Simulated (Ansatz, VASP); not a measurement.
One calculation of BN, two programs

```
B N
1.0
     0.00000    1.74583    1.74583
     1.74583    0.00000    1.74583
     1.74583    1.74583    0.00000
B N
1 1
Direct
  0.00000 0.00000 0.00000
  0.50000 0.50000 0.50000
```

Alike in both runs: task single point; functional PBE0; k mesh 6 × 6 × 6; no spin polarisation.

```csv
,VASP,Ansatz
version,VASP 6.6.1,Ansatz 0.2.0
potentials or method,"VASP PAW PBE potentials, release 64 (B, N)",plane waves
plane-wave cutoff (eV),520,420
occupations,"gaussian, width 0.01 eV",fixed
valence electrons in the cell,8,8
```

VASP gave:

* gap on the k mesh at the Fermi level (eV): 2.95
* pressure (GPa): -8.4

Problem. What did Ansatz give for the same quantities?

Solution. gap on the k mesh at the Fermi level (eV): 2.93; pressure (GPa): -8.5.

Ansatz's warnings: stress exchange threshold loose, stress scf threshold loose.

The k mesh is coarse, so the values compare programs but aren't converged.
